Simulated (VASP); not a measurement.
# PbS (P2_1/m) in VASP: single point with PBEsol

Aim: the single point of PbS with PBEsol.

Program: VASP 6.6.1. These are calculated values, not measurements. Logs are shortened: lines on timing, memory, paths and dates and some standing lists are left out, and cuts for length are marked.

**1. The cell of the first run**

Symmetry: P2_1/m, No. 11, monoclinic system. Conventional cell: a = 5.946 Å, b = 4.033 Å, c = 10.560 Å, α = 90.00°, β = 93.60°, γ = 90.00°. Within 3.6 Å of Pb (site symmetry m) lie 4 S at 2.73 to 3.08 Å. Pb (site symmetry m) has 6 S at 2.76 to 3.48 Å within 3.6 Å. S (site symmetry m) has 5 Pb at 2.76 to 3.08 Å within 3.6 Å. Within 3.6 Å of S (site symmetry m) lie 5 Pb at 2.73 to 3.48 Å.

**2. Single point, PBEsol**

INCAR

```
SYSTEM = PbS
PREC = Accurate ; ENCUT = 520
EDIFF = 1E-6 ; ISMEAR = 0
SIGMA = 0.01 ; LREAL = .FALSE.
LASPH = .TRUE. ; NELM = 100
ALGO = Normal ; ISIF = 2
LWAVE = .FALSE. ; LCHARG = .TRUE.
GGA = PS ; LELF = .TRUE.
LVHAR = .TRUE. ; NBANDS = 50
```

KPOINTS

```
Automatic mesh
0
G
  3 4 2
  0 0 0
```

POSCAR

```
PbS
1.0
    5.9456410000      0.0000000000      0.0000000000
    0.0000000000      4.0331420000      0.0000000000
   -0.6621670000      0.0000000000     10.5394460000
Pb S
4 4
Direct
    0.6910350000      0.2500000000      0.6327080000
    0.3089650000      0.7500000000      0.3672920000
    0.2464400000      0.2500000000      0.8967450000
    0.7535600000      0.7500000000      0.1032550000
    0.7375760000      0.2500000000      0.9246910000
    0.2624240000      0.7500000000      0.0753090000
    0.3825450000      0.7500000000      0.6437800000
    0.6174550000      0.2500000000      0.3562200000
```

Potentials or basis: VASP PAW PBE potentials, release 64 (Pb_d, S).

The run is started by

```
$ cat potpaw_PBE.64/Pb_d/POTCAR potpaw_PBE.64/S/POTCAR > POTCAR
$ mpirun -np 1 vasp_std > vasp.out
```

OUTCAR:

```text
SYSTEM = PbS
   PREC = Accurate
   ENCUT = 520
   EDIFF = 1E-6
   ISMEAR = 0
   LREAL = .FALSE.
   LASPH = .TRUE.
   NELM = 100
   ISIF = 2
   GGA = PS

 ion  position               nearest neighbor table
   1  0.691  0.250  0.633-   7 2.73   7 2.73   8 2.93   5 3.08   3 3.96   2 4.04   2 4.04
   2  0.309  0.750  0.367-   8 2.73   8 2.73   7 2.93   6 3.08   4 3.96   1 4.04   1 4.04
   3  0.246  0.250  0.897-   6 2.76   6 2.76   5 2.92   5 3.06   1 3.96   4 4.13   4 4.13
   4  0.754  0.750  0.103-   5 2.76   5 2.76   6 2.92   6 3.06   2 3.96   3 4.13   3 4.13
   5  0.738  0.250  0.925-   4 2.76   4 2.76   3 2.92   3 3.06   1 3.08
   6  0.262  0.750  0.075-   3 2.76   3 2.76   4 2.92   4 3.06   2 3.08
   7  0.383  0.750  0.644-   1 2.73   1 2.73   2 2.93
   8  0.617  0.250  0.356-   2 2.73   2 2.73   1 2.93

  LATTYP: Found a simple monoclinic cell.
 ALAT       =     5.9456410000
 B/A-ratio  =     0.6783359439
 C/A-ratio  =     1.7761292114
 COS(beta)  =    -0.0627038625

  Lattice vectors:

 A1 = (   5.9456410000,   0.0000000000,   0.0000000000)
 A2 = (   0.0000000000,   4.0331420000,   0.0000000000)
 A3 = (  -0.6621670000,   0.0000000000,  10.5394460000)

Analysis of symmetry for initial positions (statically):
=====================================================================
 Subroutine PRICEL returns:
 Original cell was already a primitive cell.

 Routine SETGRP: Setting up the symmetry group for a
 simple monoclinic supercell.

 Subroutine GETGRP returns: Found  4 space group operations
 (whereof  2 operations were pure point group operations)
 out of a pool of  4 trial point group operations.

The static configuration has the point symmetry S_2 .
 The point group associated with its full space group is C_2h.

Analysis of symmetry for dynamics (positions and initial velocities):
=====================================================================
 Subroutine PRICEL returns:
 Original cell was already a primitive cell.

 Routine SETGRP: Setting up the symmetry group for a
 simple monoclinic supercell.

 Subroutine GETGRP returns: Found  4 space group operations
 (whereof  2 operations were pure point group operations)
 out of a pool of  4 trial point group operations.

The dynamic configuration has the point symmetry S_2 .
 The point group associated with its full space group is C_2h.

 Subroutine INISYM returns: Found  4 space group operations
 (whereof  2 operations are pure point group operations),
 and found     1 'primitive' translations

----------------------------------------------------------------------------------------

                                     Primitive cell

  volume of cell :     252.7319

  direct lattice vectors                    reciprocal lattice vectors
     5.945641000  0.000000000  0.000000000     0.168190444  0.000000000  0.010566984
     0.000000000  4.033142000  0.000000000     0.000000000  0.247945646  0.000000000
    -0.662167000  0.000000000 10.539446000     0.000000000  0.000000000  0.094881647

  length of vectors
     5.945641000  4.033142000 10.560226661     0.168522066  0.247945646  0.094881647

  position of ions in fractional coordinates (direct lattice)
     0.691035000  0.250000000  0.632708000
     0.308965000  0.750000000  0.367292000
     0.246440000  0.250000000  0.896745000
     0.753560000  0.750000000  0.103255000
     0.737576000  0.250000000  0.924691000
     0.262424000  0.750000000  0.075309000
     0.382545000  0.750000000  0.643780000
     0.617455000  0.250000000  0.356220000

  ion indices of the primitive-cell ions
   primitive index   ion index
                 1           1
                 2           2
                 3           3
                 4           4
                 5           5
                 6           6
                 7           7
                 8           8

----------------------------------------------------------------------------------------

 KPOINTS: Automatic mesh

Automatic generation of k-mesh.
 Grid dimensions read from file:
 generate k-points for:    3    4    2

 Generating k-lattice:

  Cartesian coordinates                     Fractional coordinates (reciprocal lattice)
     0.056063481  0.000000000  0.003522328     0.333333333  0.000000000 -0.000000000
     0.000000000  0.061986412  0.000000000     0.000000000  0.250000000  0.000000000
     0.000000000  0.000000000  0.047440824     0.000000000  0.000000000  0.500000000

  Length of vectors
     0.056174022  0.061986412  0.047440824

  Shift w.r.t. Gamma in fractional coordinates (k-lattice)
     0.000000000  0.000000000  0.000000000

 Subroutine IBZKPT returns following result:
 ===========================================

 Found     12 irreducible k-points:

 Following reciprocal coordinates:
            Coordinates               Weight
  0.000000  0.000000  0.000000      1.000000
  0.333333  0.000000  0.000000      2.000000
  0.000000  0.250000  0.000000      2.000000
  0.333333  0.250000  0.000000      4.000000
  0.000000  0.500000  0.000000      1.000000
  0.333333  0.500000  0.000000      2.000000
  0.000000  0.000000  0.500000      1.000000
  0.333333  0.000000  0.500000      2.000000
  0.000000  0.250000  0.500000      2.000000
  0.333333  0.250000  0.500000      4.000000
  0.000000  0.500000  0.500000      1.000000
  0.333333  0.500000  0.500000      2.000000
   k-points           NKPTS =     12   k-points in BZ     NKDIM =     12   number of bands    NBANDS=     50
   number of dos      NEDOS =    301   number of ions     NIONS =      8
   total plane-waves  NPLWV = 115200
   dimension x,y,z NGX =    48 NGY =   30 NGZ =   80
   dimension x,y,z NGXF=    96 NGYF=   60 NGZF=  160
   ions per type =               4   4
   NGX,Y,Z   is equivalent  to a cutoff of  13.42, 12.37, 12.59 a.u.
   NGXF,Y,Z  is equivalent  to a cutoff of  26.84, 24.73, 25.19 a.u.
 SYSTEM =  PbS
   PREC   = accura    normal or accurate (medium, high low for compatibility)
   ISTART =      0    job   : 0-new  1-cont  2-samecut
   ICHARG =      2    charge: 1-file 2-atom 10-const
   ISPIN  =      1    spin polarized calculation?
   LNONCOLLINEAR =      F non collinear calculations
   LSORBIT =      F    spin-orbit coupling
   LASPH  =      T    aspherical Exc in radial PAW
   ENCUT  =  520.0 eV  38.22 Ry    6.18 a.u.  11.05  7.50 19.64*2*pi/ulx,y,z
   NELM   =    100;   NELMIN=  2; NELMDL= -5     # of ELM steps
   EDIFF  = 0.1E-05   stopping-criterion for ELM
   LREAL  =      F    real-space projection
   EDIFFG = 0.1E-04   stopping-criterion for IOM
   NSW    =      0    number of steps for IOM
   IBRION =     -1    ionic relax: 0-MD 1-quasi-New 2-CG
   NFREE  =      0    steps in history (QN), initial steepest desc. (CG)
   ISIF   =      2    stress and relaxation
   ISYM   =      2    0-nonsym 1-usesym 2-fastsym
   POTIM  = 0.5000    time-step for ionic-motion
   TEBEG  =    0.0;   TEEND  =   0.0 temperature during run
   PSTRESS=    0.0 pullay stress
   NELECT =      80.0000    total number of electrons
   NUPDOWN=      -1.0000    fix difference up-down
   EMIN   =  10.00;   EMAX   =-10.00  energy-range for DOS
   EFERMI =   0.00;   METHOD = LEGACY
   ISMEAR =     0;   SIGMA  =   0.01  broadening in eV -4-tet -1-fermi 0-gaus
   EFERMI_NEDOS =   21; number of points for ismear=-14 and -15
   IALGO  =     38    algorithm
   IMIX   =      4    mixing-type and parameters
     AMIX     =   0.40;   BMIX     =  1.00
     AMIX_MAG =   1.60;   BMIX_MAG =  1.00
  volume/ion in A,a.u.               =      31.59       213.19
  Fermi-wavevector in a.u.,A,eV,Ry     =   1.115710  2.108387 16.936666  1.244810
  Thomas-Fermi vector in A             =   2.252318
   LORBIT       =      0    0 simple, 1 ext, 2 COOP (PROOUT), +10 PAW based schemes
   GGA     = PS    functional components
   LHFCALC =     F    Hartree Fock is set to
   AEXX    =    0.0000 exact exchange contribution
   IVDW    =     0    specifies the selected vdW correction
   LEPSILON=     F    determine dielectric tensor
   LRPA    =     F    only Hartree local field effects (RPA)
 non-spin polarized calculation
 Gauss-broadening in eV      SIGMA  =   0.01
  energy-cutoff  :      520.00
  volume of cell :      252.73
 maximum number of plane-waves:      6825
 NGX is ok and might be reduce to    48
   NGX = 23   NGY = 15   NGZ = 39

 number of electron      80.0000017 magnetization

 Free energy of the ion-electron system (eV)
  ---------------------------------------------------
  ext. energy  EPLUGINS =         0.00000000
  ---------------------------------------------------
  free energy    TOTEN  =       -36.82787214 eV

  energy without entropy =      -36.82787214  energy(sigma->0) =      -36.82787214

 E-fermi :   3.2785     XC(G=0):  -8.7921

 val. band max:        3.1695251330   @ k =   0.3333   0.0000   0.0000
 cond. band min:       4.6700765218   @ k =   0.0000   0.5000   0.5000
 fundamental gap:      1.5005513887
 Fermi energy:         3.2784958930

 k-point     1 :       0.0000    0.0000    0.0000
  band No.  band energies     occupation
      1     -13.0352      2.00000
      2     -12.9706      2.00000
      3     -12.9434      2.00000
      4     -12.9393      2.00000
      5     -12.9361      2.00000
      6     -12.9311      2.00000
[... 42 lines left out ...]
     49       7.9594      0.00000
     50       7.9965      0.00000

 k-point     2 :       0.3333    0.0000    0.0000
  band No.  band energies     occupation
      1     -13.0295      2.00000
      2     -12.9702      2.00000
      3     -12.9433      2.00000
      4     -12.9371      2.00000
      5     -12.9320      2.00000
      6     -12.9282      2.00000
[... 42 lines left out ...]
     49       7.5624      0.00000
     50       7.8218      0.00000

 k-point     3 :       0.0000    0.2500    0.0000
  band No.  band energies     occupation
      1     -13.0314      2.00000
      2     -12.9819      2.00000
      3     -12.9562      2.00000
      4     -12.9407      2.00000
      5     -12.9277      2.00000
      6     -12.9251      2.00000
[... 466 lines left out ...]
     49       8.6172      0.00000
     50       8.6172      0.00000

 k-point    12 :       0.3333    0.5000    0.5000
  band No.  band energies     occupation
      1     -13.0373      2.00000
      2     -13.0373      2.00000
      3     -12.9367      2.00000
      4     -12.9367      2.00000
      5     -12.9307      2.00000
      6     -12.9307      2.00000
[... 42 lines left out ...]
     49       8.1140      0.00000
     50       8.1148      0.00000

------------------------ aborting loop because EDIFF is reached ----------------------------------------

  FORCE on cell =-STRESS in cart. coord.  units (eV):
  Direction    XX          YY          ZZ          XY          YZ          ZX
  --------------------------------------------------------------------------------------
  -------------------------------------------------------------------------------------
  Total       -3.7099401     -2.8330043     -3.7507621      0.0000000      0.0000000      0.1919172
  in kB      -23.5189269    -17.9596488    -23.7777154      0.0000000      0.0000000      1.2166469
  external PRESSURE =     -21.7520970 kB  Pullay stress =       0.0000000 kB

 VOLUME and BASIS-vectors are now :
 -----------------------------------------------------------------------------
  energy-cutoff  :      520.00
  volume of cell :      252.73
      direct lattice vectors                 reciprocal lattice vectors
     5.945641000  0.000000000  0.000000000     0.168190444  0.000000000  0.010566984
     0.000000000  4.033142000  0.000000000     0.000000000  0.247945646  0.000000000
    -0.662167000  0.000000000 10.539446000     0.000000000  0.000000000  0.094881647

 POSITION                                       TOTAL-FORCE (eV/Angst)
 -----------------------------------------------------------------------------------
      3.68969      1.00829      6.66839        -0.210924     -0.000000      0.014919
      1.59379      3.02486      3.87105         0.210924      0.000000     -0.014919
      0.87145      1.00829      9.45120         0.077272     -0.000000      0.123682
      4.41203      3.02486      1.08825        -0.077272     -0.000000     -0.123682
      3.77306      1.00829      9.74573        -0.031928     -0.000000     -0.027759
      1.51041      3.02486      0.79372         0.031928     -0.000000      0.027759
      1.84819      3.02486      6.78508         0.231575     -0.000000      0.030940
      3.43529      1.00829      3.75436        -0.231575     -0.000000     -0.030940
 -----------------------------------------------------------------------------------
    total drift:                                0.000000     -0.000000     -0.000000

  FREE ENERGIE OF THE ION-ELECTRON SYSTEM (eV)
  ---------------------------------------------------
  free  energy   TOTEN  =       -36.8278721358 eV

  energy  without entropy=      -36.8278721358  energy(sigma->0) =      -36.82787214
```

Wall time 2.7 min (1 thread of Intel Xeon Platinum 8488C (Sapphire Rapids), shared host); peak memory 0.38 GiB.

Results:

| Property | Result |
| --- | --- |
| Free energy | -36.8279 eV |
| Pressure | -2.2 GPa |
| Largest force | 0.234 eV/Å |
| Band gap on the k mesh | 1.50 eV (least direct gap 1.54 eV) |

Forces on the atoms (eV/Å):
```
Pb  -0.211  0.000  0.015
Pb   0.211  0.000 -0.015
Pb   0.077  0.000  0.124
Pb  -0.077  0.000 -0.124
S   -0.032  0.000 -0.028
S    0.032  0.000  0.028
S    0.232  0.000  0.031
S   -0.232  0.000 -0.031
```

Levels at points of the mesh, in eV from the valence-band top:
```csv
k point,band 36,band 37,band 38,band 39,band 40,band 41,band 42,band 43,band 44,band 45
"(0.00, 0.00, 0.00)",-1.07,-0.78,-0.66,-0.34,-0.27,2.50,2.55,2.79,3.67,3.88
"(0.00, 0.50, 0.00)",-1.83,-1.74,-1.74,-0.60,-0.60,1.89,1.89,3.09,3.09,3.35
"(0.00, 0.00, 0.50)",-0.94,-0.66,-0.64,-0.56,-0.39,2.53,2.57,3.11,3.52,3.88
"(0.00, 0.50, 0.50)",-1.56,-1.20,-1.20,-0.64,-0.64,1.50,1.50,2.41,2.41,3.48
```

Caveat: the PAW data sets were made with another functional, which shifts forces and pressure a little; spin-orbit coupling is left out, which moves the levels of the heavy elements; an odd mesh through Γ misses points on the zone boundary, where band edges can lie.
